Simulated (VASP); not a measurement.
# Li3Ta2O (P-3m1) in VASP: further runs, part 2 of 2

VASP 6.6.1.

**4. Relaxation of cell and atoms, PBE**

Contents of INCAR:

```
ALGO = Normal
EDIFF = 1E-6
EDIFFG = -0.04
ENCUT = 600
GGA = PE
IBRION = 2
ISIF = 3
ISMEAR = 0
LASPH = True
LCHARG = False
LREAL = False
LWAVE = False
NELM = 100
NSW = 90
PREC = Accurate
SIGMA = 0.1
```

Contents of KPOINTS:

```
k-points
0
Gamma
  6 6 2
```

Contents of POSCAR:

```
Li3Ta2O
1.0
    3.3720824200      0.0000000000      0.0000000000
   -1.6860412100      2.9203090400      0.0000000000
    0.0000000000      0.0000000000      8.2895669900
Li Ta O
3 2 1
Direct
    0.0000000000      0.0000000000      0.5000000000
    0.3333333300      0.6666666700      0.1513343600
    0.6666666700      0.3333333300      0.8486656400
    0.3333333300      0.6666666700      0.6738277100
    0.6666666700      0.3333333300      0.3261722900
    0.0000000000      0.0000000000      0.0000000000
```

Potentials or basis: VASP PAW PBE potentials, release 64 (Li_sv, Ta_pv, O).

On the command line:

```bash
$ cat potpaw_PBE.64/Li_sv/POTCAR potpaw_PBE.64/Ta_pv/POTCAR potpaw_PBE.64/O/POTCAR > POTCAR
$ mpirun -np 1 vasp_std > vasp.out
```

OUTCAR:

```text
EDIFF = 1E-6
   EDIFFG = -0.04
   ENCUT = 600
   GGA = PE
   IBRION = 2
   ISIF = 3
   ISMEAR = 0
   LASPH = True
   LREAL = False
   NELM = 100
   NSW = 90
   PREC = Accurate

 ion  position               nearest neighbor table
   1  0.000  0.000  0.500-   4 2.42   5 2.42   5 2.42   4 2.42   5 2.42   4 2.42
   2  0.333  0.667  0.151-   5 2.43   5 2.43   5 2.43
   3  0.667  0.333  0.849-   4 2.43   4 2.43   4 2.43
   4  0.333  0.667  0.674-   1 2.42   1 2.42   1 2.42   3 2.43   3 2.43   3 2.43   5 3.48   5 3.48
                             5 3.48
   5  0.667  0.333  0.326-   1 2.42   1 2.42   1 2.42   2 2.43   2 2.43   2 2.43   4 3.48   4 3.48
                             4 3.48
   6  0.000  0.000  0.000-

  LATTYP: Found a hexagonal cell.
 ALAT       =     3.3720824200
 C/A-ratio  =     2.4582931131

  Lattice vectors:

 A1 = (   3.3720824200,   0.0000000000,   0.0000000000)
 A2 = (  -1.6860412100,   2.9203090400,   0.0000000000)
 A3 = (   0.0000000000,   0.0000000000,   8.2895669900)

Analysis of symmetry for initial positions (statically):
=====================================================================
 Subroutine PRICEL returns:
 Original cell was already a primitive cell.

 Routine SETGRP: Setting up the symmetry group for a
 hexagonal supercell.

 Subroutine GETGRP returns: Found 12 space group operations
 (whereof 12 operations were pure point group operations)
[... 173 lines left out ...]
  external PRESSURE =       6.7017911 kB  Pullay stress =       0.0000000 kB
[... 101 lines left out ...]
  FREE ENERGIE OF THE ION-ELECTRON SYSTEM (eV)
  ---------------------------------------------------
  free  energy   TOTEN  =       -32.5176901109 eV

  energy  without entropy=      -32.4897805612  energy(sigma->0) =      -32.50373534

 E-fermi :   2.4540     XC(G=0):  -9.9838

 val. band max:        2.4511501186   @ k =   0.3333   0.3333   0.0000
 cond. band min:       2.4592537511   @ k =   0.3333  -0.0000   0.0000
 fundamental gap:      0.0081036326
 Fermi energy:         2.4539604800

 k-point     1 :       0.0000    0.0000    0.0000
  band No.  band energies     occupation
      1     -42.5387      2.00000
      2     -40.7640      2.00000
      3     -40.4641      2.00000
      4     -32.2006      2.00000
      5     -32.2004      2.00000
      6     -31.5166      2.00000
[... 339 lines left out ...]
     21       2.4415      1.13956
     22       3.4920      0.00000

[... ionic steps 4 to 18 ...]

--------------------------------------- Ionic step       19  -------------------------------------------

 number of electron      36.9999989 magnetization

------------------------ aborting loop because EDIFF is reached ----------------------------------------
[... 75 lines left out ...]
--------------------------------------- Ionic step       21  -------------------------------------------

 number of electron      36.9999998 magnetization

 Free energy of the ion-electron system (eV)
  ---------------------------------------------------
  ext. energy  EPLUGINS =         0.00000000
  ---------------------------------------------------
  free energy    TOTEN  =       -35.67928534 eV

  energy without entropy =      -35.65052372  energy(sigma->0) =      -35.66490453

 E-fermi :   3.1588     XC(G=0): -10.4643

 val. band max:        3.1047617604   @ k =   0.5000  -0.0000   0.5000
 cond. band min:       3.1592415319   @ k =   0.0000   0.0000   0.5000
 fundamental gap:      0.0544797715
 Fermi energy:         3.1588403509

 k-point     1 :       0.0000    0.0000    0.0000
  band No.  band energies     occupation
      1     -41.9105      2.00000
      2     -39.9829      2.00000
      3     -39.7547      2.00000
      4     -31.3379      2.00000
      5     -31.3375      2.00000
      6     -30.5410      2.00000
[... 372 lines left out ...]
  FREE ENERGIE OF THE ION-ELECTRON SYSTEM (eV)
  ---------------------------------------------------
  free  energy   TOTEN  =       -35.6792853442 eV

  energy  without entropy=      -35.6505237217  energy(sigma->0) =      -35.66490453

 reached required accuracy - stopping structural energy minimisation
```

CONTCAR:

```text
Li3Ta2O
   1.00000000000000
     2.8675586756147311    0.0000000000000000   -0.0000000000000000
    -1.4337793378073656    2.4833786602812697    0.0000000000000001
     0.0000000000000000   -0.0000000000000001   11.4689972103942299
  Li              Ta              O
     3     2     1
Direct
     0.0000000000000000    0.0000000000000000    0.5000000000000000
     0.3333333300000021    0.6666666699999979    0.0668600255166192
     0.6666666699999979    0.3333333300000021    0.9331399744833808
     0.3333333300000021    0.6666666699999979    0.7118226414993897
     0.6666666699999979    0.3333333300000021    0.2881773585006102
     0.0000000000000000    0.0000000000000000    0.0000000000000000

  0.00000000E+00  0.00000000E+00  0.00000000E+00
  0.00000000E+00  0.00000000E+00  0.00000000E+00
  0.00000000E+00  0.00000000E+00  0.00000000E+00
  0.00000000E+00  0.00000000E+00  0.00000000E+00
  0.00000000E+00  0.00000000E+00  0.00000000E+00
  0.00000000E+00  0.00000000E+00  0.00000000E+00
```

Run time: 12 min. Hardware: 1 thread of Intel Xeon 8259CL, shared host; peak memory 0.26 GiB.

Results:

* Free energy: -35.6793 eV
* Relaxed volume: 13.61 Å³/atom
* Relaxed cell: a = 2.868 Å, b = 2.868 Å, c = 11.469 Å, α = 90.00°, β = 90.00°, γ = 120.00°
* Space group after relaxing (to 0.1 Å): P-3m1 (No. 164)
* Energy gained by relaxing: 1025.7 meV/atom
* Ionic steps: 21
* Pressure after relaxing: -0.1 GPa
* Largest force after relaxing: 0.008 eV/Å
* Band gap on the k mesh: zero (an odd number of electrons rules out a gap without spin polarisation)

Forces in eV/Å, atoms in the order of the input:
```
Li   0.000  0.000  0.000
Li   0.000  0.000  0.008
Li   0.000  0.000 -0.008
Ta   0.000  0.000  0.006
Ta   0.000  0.000 -0.006
O    0.000  0.000  0.000
```

The path:
```tsv
step	energy change (eV)	largest force (eV/Å)	pressure (GPa)	volume (Å³)
1	0.0000	4.4578	0.67	81.63
2	-1.8846	2.9194	-2.05	82.28
3	-2.9926	1.5160	-1.93	82.98
4	-3.1092	1.9611	-0.72	83.26
5	-4.1630	1.5157	0.07	82.21
6	-4.7332	1.4466	3.82	80.30
7	-2.4275	3.8933	30.50	74.37
8	-4.7216	1.7852	5.26	79.80
9	-5.5876	1.1321	-4.19	87.88
10	-5.6520	0.9166	-6.12	89.99
11	-5.9152	0.4388	3.25	81.47
12	-5.9631	0.5423	0.25	83.67
13	-6.1208	0.1985	0.14	81.72
14	-6.1231	0.3030	0.16	81.46
15	-6.1430	0.1547	-0.31	81.72
16	-6.1454	0.1467	-0.48	81.83
17	-6.1498	0.1047	0.80	81.02
18	-6.1501	0.1130	0.57	81.18
19	-6.1536	0.0514	-0.04	81.73
20	-6.1536	0.0507	-0.09	81.78
21	-6.1542	0.0078	-0.08	81.67
```

Final structure:
```xyz
6
Lattice="2.8676 0.0000 0.0000 -1.4338 2.4834 0.0000 0.0000 0.0000 11.4690" Properties=species:S:1:pos:R:3 pbc="T T T"
Li    0.0000    0.0000    5.7345
Li    0.0000    1.6556    0.7668
Li    1.4338    0.8278   10.7022
Ta    0.0000    1.6556    8.1639
Ta    1.4338    0.8278    3.3051
O     0.0000    0.0000    0.0000
```

Levels at points of the mesh, in eV from the Fermi level:
```csv
k point,band 16,band 17,band 18,band 19,band 20,band 21
"(0.00, 0.00, 0.00)",-0.65,-0.41,-0.41,0.89,0.89,0.89
"(0.50, 0.00, 0.00)",-1.40,-1.40,0.02,0.92,1.99,2.18
"(0.00, 0.00, 0.50)",-0.41,-0.41,0.00,0.88,0.88,0.89
"(0.50, 0.00, 0.50)",-1.40,-1.31,-0.05,1.25,1.86,2.16
```

Caveat: the k points lie up to 0.42 Å⁻¹ apart in the final cell, too coarse for converged energies and pressures of a metal; the cutoff is under 1.25 times the usual one of these potentials, so pressure, stress and relaxed cells hold a basis-set (Pulay) error; a cell axis changed by over 15 % at a fixed basis, so the end point is rough; spin-orbit coupling is left out, which moves the levels of the heavy elements; an odd number of electrons without spin polarisation forces a metal; a magnetic or distorted state may lie lower.

**5. Single point, PBE, collinear spin**

Contents of INCAR:

```
PREC = Accurate
ENCUT = 520
EDIFF = 1E-6
ISMEAR = 0
SIGMA = 0.1
LREAL = F
LASPH = T
NELM = 150
ALGO = Normal
ISIF = 2
LWAVE = F
LCHARG = F
ISPIN = 2
MAGMOM = 0 0 0 1 1 0
LORBIT = 11
LMAXMIX = 4
GGA = PE
NBANDS = 32
```

Contents of KPOINTS:

```
regular mesh
0
Gamma
  6 6 2
```

POSCAR is that of step 4.

On the command line:

```bash
$ cat potpaw_PBE.64/Li_sv/POTCAR potpaw_PBE.64/Ta_pv/POTCAR potpaw_PBE.64/O/POTCAR > POTCAR
$ mpirun -np 1 vasp_std > vasp.out
```

It took 2.7 min on 1 thread of Intel Xeon 8259CL, shared host; peak memory 0.28 GiB.

It converged, with:

- Free energy: -29.5205 eV
- Largest force: 4.459 eV/Å
- Net moment: 0.00 μB per cell
- Valence electrons inside the program's atomic spheres: Li 2.29, 2.16 (each value once); Ta 8.73; O 4.79

Forces on the atoms (eV/Å):
```
Li   0.000  0.000  0.000
Li   0.000  0.000 -4.459
Li   0.000  0.000  4.459
Ta   0.000  0.000 -1.703
Ta   0.000  0.000  1.703
O    0.000  0.000  0.000
```

Levels at points of the mesh, in eV from the Fermi level:
Spin up:
```csv
k point,band 14,band 15,band 16,band 17,band 18,band 19,band 20,band 21,band 22,band 23
"(0.00, 0.00, 0.00)",-1.41,-1.41,-0.65,-0.15,-0.15,0.39,0.39,1.37,1.48,1.48
"(0.50, 0.00, 0.00)",-2.39,-1.94,-1.50,-1.13,-0.13,0.22,0.94,1.63,1.65,2.35
"(0.00, 0.00, 0.50)",-1.41,-1.41,-0.58,-0.20,-0.20,0.20,0.47,0.47,1.51,1.51
"(0.50, 0.00, 0.50)",-2.10,-1.91,-1.17,-1.17,0.03,0.06,1.13,1.57,1.88,2.29
```
Spin down:
| k point | band 15 | band 16 | band 17 | band 18 | band 19 | band 20 | band 21 | band 22 |
| --- | --- | --- | --- | --- | --- | --- | --- | --- |
| (0.00, 0.00, 0.00) | -1.41 | -0.65 | -0.15 | -0.15 | 0.39 | 0.39 | 1.37 | 1.48 |
| (0.50, 0.00, 0.00) | -1.94 | -1.49 | -1.13 | -0.13 | 0.22 | 0.94 | 1.63 | 1.65 |
| (0.00, 0.00, 0.50) | -1.41 | -0.58 | -0.20 | -0.20 | 0.20 | 0.47 | 0.47 | 1.51 |
| (0.50, 0.00, 0.50) | -1.91 | -1.17 | -1.17 | 0.03 | 0.06 | 1.13 | 1.57 | 1.88 |

Caveat: the k points lie up to 0.38 Å⁻¹ apart; the cutoff is under 1.25 times the usual one of these potentials, so pressure, stress and relaxed cells hold a basis-set (Pulay) error; spin-orbit coupling is left out, which moves the levels of the heavy elements; forces of over 1 eV/Å act on the atoms, so gaps and moduli don't describe the material at rest.

**6. Single point, PBE, collinear spin**

This run uses another cell than the first one, of 14.78 Å³/atom.

Contents of INCAR:

```
PREC = Accurate
ENCUT = 520
EDIFF = 1E-6
ISMEAR = 0
SIGMA = 0.1
LREAL = False
LASPH = True
NELM = 150
ALGO = Normal
ISIF = 2
LWAVE = False
LCHARG = True
ISPIN = 2
MAGMOM = 0 0 0 1 1 0
LORBIT = 11
LMAXMIX = 4
GGA = PE
LELF = True
LVHAR = True
NBANDS = 32
```

Contents of KPOINTS:

```
Automatic mesh
0
Gamma
  6 6 2
```

Contents of POSCAR:

```
Li3Ta2O
1.0
    2.8375424247      0.0000000000      0.0000000000
   -1.4187712124      2.4573838241      0.0000000000
    0.0000000000      0.0000000000     12.7160935518
Li Ta O
3 2 1
Direct
    0.0000000000      0.0000000000      0.5000000000
    0.3333333333      0.6666666667      0.0665548559
    0.6666666667      0.3333333333      0.9334451441
    0.3333333333      0.6666666667      0.7044589139
    0.6666666667      0.3333333333      0.2955410861
    0.0000000000      0.0000000000      0.0000000000
```

Potentials or basis: VASP PAW PBE potentials, release 64 (Li_sv, Ta_pv, O).

On the command line:

```bash
$ cat potpaw_PBE.64/Li_sv/POTCAR potpaw_PBE.64/Ta_pv/POTCAR potpaw_PBE.64/O/POTCAR > POTCAR
$ mpirun -np 1 vasp_std > vasp.out
```

OUTCAR:

```text
PREC = Accurate
   ENCUT = 520
   EDIFF = 1E-6
   ISMEAR = 0
   LREAL = False
   LASPH = True
   NELM = 150
   ISIF = 2
   ISPIN = 2
   LORBIT = 11
   GGA = PE

 ion  position               nearest neighbor table
   1  0.000  0.000  0.500-   4 3.07   5 3.07   5 3.07   4 3.07   5 3.07   4 3.07
   2  0.333  0.667  0.067-   6 1.84   6 1.84   6 1.84   3 2.36   3 2.36   3 2.36
   3  0.667  0.333  0.933-   6 1.84   6 1.84   6 1.84   2 2.36   2 2.36   2 2.36
   4  0.333  0.667  0.704-   1 3.07   1 3.07   1 3.07
   5  0.667  0.333  0.296-   1 3.07   1 3.07   1 3.07
   6  0.000  0.000  0.000-   2 1.84   3 1.84   3 1.84   2 1.84   3 1.84   2 1.84

  LATTYP: Found a hexagonal cell.
 ALAT       =     2.8375424247
 C/A-ratio  =     4.4813756584
[... 1151 lines left out ...]
      0.00000      0.00000      6.35805         0.000000      0.000000      0.000000
     -0.00000      1.63826      0.84632        -0.000000      0.000000      0.042232
      1.41877      0.81913     11.86978         0.000000     -0.000000     -0.042232
     -0.00000      1.63826      8.95797         0.000000      0.000000     -0.021454
      1.41877      0.81913      3.75813        -0.000000      0.000000      0.021454
      0.00000      0.00000      0.00000         0.000000      0.000000      0.000000
 -----------------------------------------------------------------------------------
    total drift:                               -0.000000      0.000000      0.000000

  FREE ENERGIE OF THE ION-ELECTRON SYSTEM (eV)
  ---------------------------------------------------
  free  energy   TOTEN  =       -36.1085016862 eV

  energy  without entropy=      -36.0779499413  energy(sigma->0) =      -36.09322581

 total charge

# of ion       s       p       d       tot
------------------------------------------
    1        2.036   0.062   0.000   2.097
    2        2.041   0.093   0.000   2.134
    3        2.041   0.093   0.000   2.134
    4        0.391   6.097   2.335   8.823
    5        0.391   6.097   2.335   8.823
    6        1.560   3.478   0.000   5.038
--------------------------------------------------
tot          8.460  15.919   4.669  29.049

 magnetization (x)

# of ion       s       p       d       tot
------------------------------------------
    1        0.000   0.000   0.000   0.000
    2       -0.000  -0.000   0.000  -0.000
    3       -0.000  -0.000   0.000  -0.000
    4        0.000   0.000   0.001   0.001
    5        0.000   0.000   0.001   0.001
    6        0.000   0.000   0.000   0.000
--------------------------------------------------
tot          0.000   0.001   0.001   0.002
```

OSZICAR:

```text
N       E                     dE             d eps       ncg     rms          rms(c)
DAV:   1     0.305050973274E+03    0.30505E+03   -0.17743E+04  1800   0.118E+03
DAV:   2    -0.188752010121E+02   -0.32393E+03   -0.31161E+03  1976   0.352E+02
DAV:   3    -0.413655462659E+02   -0.22490E+02   -0.22146E+02  2856   0.733E+01
[... 14 lines left out ...]
DAV:  18    -0.361083849365E+02   -0.47812E-03   -0.45839E-04  2208   0.917E-02    0.107E-01
DAV:  19    -0.361084516041E+02   -0.66668E-04   -0.14454E-04  2328   0.540E-02    0.424E-02
DAV:  20    -0.361085013145E+02   -0.49710E-04   -0.84634E-05  2176   0.428E-02    0.201E-02
DAV:  21    -0.361085016060E+02   -0.29148E-06   -0.19102E-05  2416   0.180E-02    0.476E-03
DAV:  22    -0.361085016862E+02   -0.80186E-07   -0.19813E-06  1920   0.649E-03
   1 F= -.36108502E+02 E0= -.36093226E+02  d E =-.305517E-01  mag=     0.0012
```

stdout:

```text
POSCAR found type information on POSCAR LiTaO
 POSCAR found :  3 types and       6 ions
 scaLAPACK will be used
 LDA part: xc-table for (Slater+PW92), standard interpolation
 POSCAR, INCAR and KPOINTS ok, starting setup
 FFT: planning ... GRIDC
 FFT: planning ... GRID_SOFT
 FFT: planning ... GRID
 WAVECAR not read
 entering main loop
```

It took 3.4 min on 1 thread of Intel Xeon 8259CL, shared host; peak memory 0.3 GiB.

What came out:

* Free energy: -36.1085 eV
* Largest force: 0.042 eV/Å
* Net moment: 0.00 μB per cell
* Valence electrons inside the program's atomic spheres: Li 2.10, 2.13 (each value once); Ta 8.82; O 5.04

Forces on the atoms (eV/Å):
```
Li   0.000  0.000  0.000
Li   0.000  0.000  0.042
Li   0.000  0.000 -0.042
Ta   0.000  0.000 -0.021
Ta   0.000  0.000  0.021
O    0.000  0.000  0.000
```

Caveat: the k points lie up to 0.43 Å⁻¹ apart; the cutoff is under 1.25 times the usual one of these potentials, so pressure, stress and relaxed cells hold a basis-set (Pulay) error; spin-orbit coupling is left out, which moves the levels of the heavy elements.

**7. Single point, PBE**

This run uses another cell than the first one, of 15.14 Å³/atom.

Contents of INCAR:

```
PREC = Accurate
ENCUT = 520
EDIFF = 1E-7
ISMEAR = 0
SIGMA = 0.1
LREAL = False
LASPH = True
NELM = 60
ALGO = Normal
ISIF = 2
LWAVE = False
LCHARG = False
GGA = PE
NBANDS = 28
```

Contents of KPOINTS:

```
Automatic mesh
0
Gamma
  18 18 4
```

Contents of POSCAR:

```
Li3Ta2O
1.0
    2.8227305931      0.0000000000      0.0000000000
   -1.4113652966      2.4445564016      0.0000000000
    0.0000000000      0.0000000000     13.1641795577
Li Ta O
3 2 1
Direct
    0.0000000000      0.0000000000      0.5000000000
    0.3333333333      0.6666666667      0.0671440000
    0.6666666667      0.3333333333      0.9328560000
    0.3333333333      0.6666666667      0.6988211422
    0.6666666667      0.3333333333      0.3011788578
    0.0000000000      0.0000000000      0.0000000000
```

On the command line:

```bash
$ cat potpaw_PBE.64/Li_sv/POTCAR potpaw_PBE.64/Ta_pv/POTCAR potpaw_PBE.64/O/POTCAR > POTCAR
$ mpirun -np 1 vasp_std > vasp.out
```

Wall time 11 min (1 thread of Intel Xeon 8259CL, shared host); peak memory 0.45 GiB.

The run converged. Its results:

```
Free energy            : -36.1960 eV
Largest force          : 0.049 eV/Å
Band gap on the k mesh : zero (an odd number of electrons rules out a gap without spin polarisation)
```

Forces on the atoms (eV/Å):
```
Li   0.000  0.000  0.000
Li   0.000  0.000  0.049
Li   0.000  0.000 -0.049
Ta   0.000  0.000  0.001
Ta   0.000  0.000 -0.001
O    0.000  0.000  0.000
```

Levels at points of the mesh, in eV from the Fermi level:
| k point | band 15 | band 16 | band 17 | band 18 | band 19 | band 20 | band 21 | band 22 | band 23 | band 24 |
| --- | --- | --- | --- | --- | --- | --- | --- | --- | --- | --- |
| (0.00, 0.00, 0.00) | -1.22 | -1.06 | 0.24 | 0.24 | 0.25 | 0.93 | 0.93 | 0.93 | 0.93 | 4.45 |
| (0.50, 0.00, 0.00) | -2.03 | -1.27 | -0.73 | 0.06 | 1.09 | 2.21 | 2.25 | 3.08 | 3.12 | 3.49 |
| (0.00, 0.00, 0.50) | -1.49 | -0.60 | 0.03 | 0.24 | 0.24 | 0.93 | 0.93 | 0.93 | 0.93 | 4.45 |
| (0.50, 0.00, 0.50) | -2.08 | -1.26 | -0.73 | 0.05 | 1.19 | 2.08 | 2.30 | 3.07 | 3.13 | 3.32 |

Caveat: the cutoff is under 1.25 times the usual one of these potentials, so pressure, stress and relaxed cells hold a basis-set (Pulay) error; spin-orbit coupling is left out, which moves the levels of the heavy elements; an odd number of electrons without spin polarisation forces a metal; a magnetic or distorted state may lie lower.

**8. The runs side by side**

| task | spin | cell | k mesh | cutoff (eV) | gap on the mesh (eV) | moment (μB) | largest force (eV/Å) |
| --- | --- | --- | --- | --- | --- | --- | --- |
| single point | off | a = 3.372, b = 3.372, c = 8.290 Å, angles 90.0, 90.0, 120.0°, 6 atoms, atomic positions A | 6 × 6 × 2 | 520 | none | - | 4.46 |
| single point | off | a = 2.838, b = 2.838, c = 12.716 Å, angles 90.0, 90.0, 120.0°, 6 atoms, atomic positions B | 6 × 6 × 2 | 520 | none | - | 0.04 |
| relaxation of cell and atoms | off | relaxed from a = 3.372, b = 3.372, c = 8.290 Å, angles 90.0, 90.0, 120.0°, 6 atoms, atomic positions A | 6 × 6 × 2 | 600 | none | - | 0.01 |
| single point | collinear | a = 3.372, b = 3.372, c = 8.290 Å, angles 90.0, 90.0, 120.0°, 6 atoms, atomic positions A | 6 × 6 × 2 | 520 | none | 0.00 | 4.46 |
| single point | collinear | a = 2.838, b = 2.838, c = 12.716 Å, angles 90.0, 90.0, 120.0°, 6 atoms, atomic positions B | 6 × 6 × 2 | 520 | none | 0.00 | 0.04 |
| single point | off | a = 2.823, b = 2.823, c = 13.164 Å, angles 90.0, 90.0, 120.0°, 6 atoms, atomic positions C | 18 × 18 × 4 | 520 | none | - | 0.05 |

Alike in all rows: level PBE; potentials or basis VASP PAW PBE potentials, release 64 (Li_sv, Ta_pv, O); smearing gaussian 0.1 eV.

Caveats: some runs use coarse meshes; the cutoff is under 1.25 times the usual one of these potentials, so pressure, stress and relaxed cells hold a basis-set (Pulay) error; spin-orbit coupling is left out, which moves the levels of the heavy elements; an odd number of electrons without spin polarisation forces a metal (at least some runs); a magnetic or distorted state may lie lower (at least some runs); a cell axis changed by over 15 % at a fixed basis, so the end point is rough (at least some runs); forces of over 1 eV/Å act on the atoms, so gaps and moduli don't describe the material at rest (at least some runs).

Total energies depend on the potentials used, so only differences within one code and one set of settings carry meaning.

The gap in the log of VASP goes by the Fermi energy; the results here count the filled bands.